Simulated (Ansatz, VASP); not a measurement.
## Two plane-wave programs on SiO2

```
Si O
1.0
     4.18517    0.00000    0.00000
     0.00000    4.18517    0.00000
     0.00000    0.00000    2.66899
Si O
2 4
Direct
  0.00000 0.00000 0.00000
  0.50000 0.50000 0.50000
  0.30608 0.30608 0.00000
  0.19392 0.80608 0.50000
  0.69392 0.69392 0.00000
  0.80608 0.19392 0.50000
```

Alike in both runs: functional r2SCAN; k mesh 4 × 4 × 7; occupations fermi-dirac, width 0.1458 eV; no spin polarisation.

Ansatz relaxed the structure, and its values are those at the end. VASP's run is a single point on that final structure, the one shown.

|  | VASP | Ansatz |
| --- | --- | --- |
| version | VASP 6.6.1 | Ansatz 0.2.0 |
| potentials or method | VASP PAW PBE potentials, release 64 (Si, O), cutoff 520 eV | PAW plane waves |
| valence electrons in the cell | 32 | 32 |

|  | VASP | Ansatz | Ansatz less VASP |
| --- | --- | --- | --- |
| gap on the k mesh at the Fermi level (eV) | 6.51 | 6.51 | +0.003 |
| pressure (GPa) | 0.4 | 0.0 | -0.39 |
| rms of the force components (eV/Å) | 0.008 | 0.002 | -0.0068 |

VASP's potentials were made for PBE, not for r2SCAN. With one functional, cell and mesh, what is left measures potentials, basis and numerics.
